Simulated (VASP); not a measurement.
# BN (P6_3/mmc) in VASP: a series of runs, part 2 of 2

VASP 6.6.1. Earlier steps stand in the parts before.

### 3 Single point, LDA

This run uses another cell than the first one, of 8.25 Å³/atom.

INCAR reads:

```
PREC = Accurate
ENCUT = 520
EDIFF = 1E-6
ISMEAR = 0
SIGMA = 0.01
LREAL = F
LASPH = T
NELM = 100
ALGO = Normal
ISIF = 2
LWAVE = F
LCHARG = T
GGA = CA
LELF = T
LVHAR = T
NBANDS = 16
```

KPOINTS reads:

```
regular mesh
0
Gamma
  10 10 4
```

POSCAR reads:

```
BN
1.0
    2.4851714225      0.0000000000      0.0000000000
   -1.2425857112      2.1522215846      0.0000000000
    0.0000000000      0.0000000000      6.1722850758
B N
2 2
Direct
    0.3333333333      0.6666666667      0.2500000000
    0.6666666667      0.3333333333      0.7500000000
    0.3333333333      0.6666666667      0.7500000000
    0.6666666667      0.3333333333      0.2500000000
```

Potentials or basis: VASP PAW LDA potentials, release 64 (B, N).

Started as:

```console
$ cat potpaw_LDA.64/B/POTCAR potpaw_LDA.64/N/POTCAR > POTCAR
$ mpirun -np 1 vasp_std > vasp.out
```

OUTCAR:

```text
PREC = Accurate
   ENCUT = 520
   EDIFF = 1E-6
   ISMEAR = 0
   LREAL = F
   LASPH = T
   NELM = 100
   ISIF = 2
   GGA = CA

 ion  position               nearest neighbor table
   1  0.333  0.667  0.250-   4 1.43   4 1.43   4 1.43
   2  0.667  0.333  0.750-   3 1.43   3 1.43   3 1.43
   3  0.333  0.667  0.750-   2 1.43   2 1.43   2 1.43
   4  0.667  0.333  0.250-   1 1.43   1 1.43   1 1.43

  LATTYP: Found a hexagonal cell.
 ALAT       =     2.4851714225
 C/A-ratio  =     2.4836456028

  Lattice vectors:

 A1 = (   2.4851714225,   0.0000000000,   0.0000000000)
 A2 = (  -1.2425857112,   2.1522215846,   0.0000000000)
 A3 = (   0.0000000000,   0.0000000000,   6.1722850758)

Analysis of symmetry for initial positions (statically):
=====================================================================
 Subroutine PRICEL returns:
 Original cell was already a primitive cell.

 Routine SETGRP: Setting up the symmetry group for a
 hexagonal supercell.

 Subroutine GETGRP returns: Found 24 space group operations
 (whereof 12 operations were pure point group operations)
 out of a pool of 24 trial point group operations.

The static configuration has the point symmetry D_3d.
 The point group associated with its full space group is D_6h.

Analysis of symmetry for dynamics (positions and initial velocities):
=====================================================================
 Subroutine PRICEL returns:
 Original cell was already a primitive cell.

 Routine SETGRP: Setting up the symmetry group for a
 hexagonal supercell.

 Subroutine GETGRP returns: Found 24 space group operations
 (whereof 12 operations were pure point group operations)
 out of a pool of 24 trial point group operations.

The dynamic configuration has the point symmetry D_3d.
 The point group associated with its full space group is D_6h.

 Subroutine INISYM returns: Found 24 space group operations
 (whereof 12 operations are pure point group operations),
 and found     1 'primitive' translations

[... 119 lines left out ...]
  volume/ion in A,a.u.               =       8.25        55.70
  Fermi-wavevector in a.u.,A,eV,Ry     =   1.285933  2.430061 22.498921  1.653624
  Thomas-Fermi vector in A             =   2.418038
   LORBIT       =      0    0 simple, 1 ext, 2 COOP (PROOUT), +10 PAW based schemes
   GGA     = CA    functional components
   LHFCALC =     F    Hartree Fock is set to
   AEXX    =    0.0000 exact exchange contribution
   IVDW    =     0    specifies the selected vdW correction
   LEPSILON=     F    determine dielectric tensor
   LRPA    =     F    only Hartree local field effects (RPA)
 non-spin polarized calculation
 Gauss-broadening in eV      SIGMA  =   0.01
  energy-cutoff  :      520.00
  volume of cell :       33.01
 maximum number of plane-waves:       904
   NGX =  9   NGY =  9   NGZ = 23

 number of electron      15.9999997 magnetization

 Free energy of the ion-electron system (eV)
  ---------------------------------------------------
  ext. energy  EPLUGINS =         0.00000000
  ---------------------------------------------------
  free energy    TOTEN  =       -38.56973918 eV

  energy without entropy =      -38.56973918  energy(sigma->0) =      -38.56973918

 E-fermi :   3.0052     XC(G=0): -11.0244

 val. band max:        2.9566563101   @ k =   0.3000   0.3000   0.0000
 cond. band min:       6.8998747647   @ k =   0.5000  -0.0000   0.0000
 fundamental gap:      3.9432184546
 Fermi energy:         3.0052103338

 k-point     1 :       0.0000    0.0000    0.0000
  band No.  band energies     occupation
      1     -14.9495      2.00000
      2     -14.4200      2.00000
      3      -3.9280      2.00000
      4      -0.8622      2.00000
      5       1.5587      2.00000
      6       1.5587      2.00000
[... 433 lines left out ...]
      3      -5.7619      2.00000
      4      -5.6677      2.00000
      5      -1.8105      2.00000
      6      -1.7151      2.00000
[... 8 lines left out ...]
     15      18.4687      0.00000
     16      22.2720      0.00000

 [... further k-points ...]

------------------------ aborting loop because EDIFF is reached ----------------------------------------

  FORCE on cell =-STRESS in cart. coord.  units (eV):
  Direction    XX          YY          ZZ          XY          YZ          ZX
  --------------------------------------------------------------------------------------
  -------------------------------------------------------------------------------------
  Total        0.5789363      0.5789363      0.3665077      0.0000000      0.0000000      0.0000000
  in kB       28.0964883     28.0964883     17.7870688      0.0000000      0.0000000      0.0000000
  external PRESSURE =      24.6600151 kB  Pullay stress =       0.0000000 kB

 VOLUME and BASIS-vectors are now :
 -----------------------------------------------------------------------------
  energy-cutoff  :      520.00
  volume of cell :       33.01
      direct lattice vectors                 reciprocal lattice vectors
     2.485171423  0.000000000  0.000000000     0.402386729  0.232318086  0.000000000
    -1.242585711  2.152221585  0.000000000     0.000000000  0.464636173  0.000000000
     0.000000000  0.000000000  6.172285076     0.000000000  0.000000000  0.162014552

 POSITION                                       TOTAL-FORCE (eV/Angst)
 -----------------------------------------------------------------------------------
     -0.00000      1.43481      1.54307        -0.000000      0.000000      0.000000
      1.24259      0.71741      4.62921         0.000000     -0.000000      0.000000
     -0.00000      1.43481      4.62921        -0.000000      0.000000      0.000000
      1.24259      0.71741      1.54307         0.000000      0.000000      0.000000
 -----------------------------------------------------------------------------------
    total drift:                                0.000000     -0.000000      0.000000

  FREE ENERGIE OF THE ION-ELECTRON SYSTEM (eV)
  ---------------------------------------------------
  free  energy   TOTEN  =       -38.5697391830 eV

  energy  without entropy=      -38.5697391830  energy(sigma->0) =      -38.56973918
```

OSZICAR:

```text
N       E                     dE             d eps       ncg     rms          rms(c)
DAV:   1     0.427008800221E+02    0.42701E+02   -0.81415E+03  1344   0.935E+02
DAV:   2    -0.397372031447E+02   -0.82438E+02   -0.74884E+02  1872   0.212E+02
DAV:   3    -0.425795317569E+02   -0.28423E+01   -0.28338E+01  1744   0.382E+01
DAV:   4    -0.425925120420E+02   -0.12980E-01   -0.12978E-01  1664   0.299E+00
DAV:   5    -0.425926119938E+02   -0.99952E-04   -0.99950E-04  1704   0.240E-01    0.112E+01
DAV:   6    -0.390476993810E+02    0.35449E+01   -0.55531E+00  1624   0.181E+01    0.486E+00
DAV:   7    -0.386855084371E+02    0.36219E+00   -0.48387E-01  1816   0.496E+00    0.301E+00
DAV:   8    -0.385749131823E+02    0.11060E+00   -0.25583E-01  1744   0.344E+00    0.452E-01
DAV:   9    -0.385697728377E+02    0.51403E-02   -0.14907E-02  1552   0.953E-01    0.186E-01
DAV:  10    -0.385697305824E+02    0.42255E-04   -0.61886E-04  1792   0.189E-01    0.241E-02
DAV:  11    -0.385697394729E+02   -0.88905E-05   -0.29236E-05  1624   0.434E-02    0.178E-02
DAV:  12    -0.385697391830E+02    0.28990E-06   -0.54676E-06  1632   0.172E-02
   1 F= -.38569739E+02 E0= -.38569739E+02  d E =-.488712E-14
```

stdout:

```text
POSCAR found type information on POSCAR B N
 POSCAR found :  2 types and       4 ions
 scaLAPACK will be used
 LDA part: xc-table for (Slater(with rela. corr.)+CA(PZ))
 , standard interpolation
 POSCAR, INCAR and KPOINTS ok, starting setup
 FFT: planning ... GRIDC
 FFT: planning ... GRID_SOFT
 FFT: planning ... GRID
 WAVECAR not read
 entering main loop
```

Run time: 37 s. Hardware: 1 thread of Intel Xeon 8259CL, shared host; peak memory 0.13 GiB.

Results:

| Property | Result |
| --- | --- |
| Free energy | -38.5697 eV |
| Pressure | 2.5 GPa |
| Band gap on the k mesh | 3.94 eV (least direct gap 4.30 eV) |

Stress tensor (GPa, compression positive):
```
2.81 0.00 0.00
0.00 2.81 0.00
0.00 0.00 1.78
```

A k mesh can miss the band edges.
